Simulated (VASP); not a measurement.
Runs of VASP 6.6.1 on PbS. The structure is that of space group Fm-3m (No. 225), or close to it. The cells are those of the table. 

```tsv
cell	gap on the mesh (eV)	pressure (GPa)
a = 3.983 Å, angles 60.0°, 2 atoms	(b)	11.2
a = 4.141, b = 4.141, c = 4.193 Å, angles 59.6, 59.6, 60.8°, 2 atoms	0.13	(a)
a = 4.403 Å, angles 60.0°, 2 atoms	0.69	-6.8
a = 4.090, b = 4.090, c = 3.983 Å, angles 60.9, 60.9, 58.3°, 2 atoms	0.27	6.8
a = 4.036, b = 4.036, c = 3.983 Å, angles 60.4, 60.4, 59.1°, 2 atoms	(c)	8.7
```

Alike in all rows: task single point; level PBEsol; potentials or basis VASP PAW PBE potentials, release 64 (Pb_d, S); no spin polarisation; k mesh 10 × 10 × 10; cutoff (eV) 520; smearing gaussian 0.03 eV.

Q: Fill in the values left out.

A: (a) 0.8; (b) 0.46; (c) 0.34.

Caveats: the PAW data sets were made with another functional, which shifts forces and pressure a little; spin-orbit coupling is left out, which moves the levels of the heavy elements.

A k mesh can miss the band edges, and the runs leave out spin-orbit coupling on Pb.
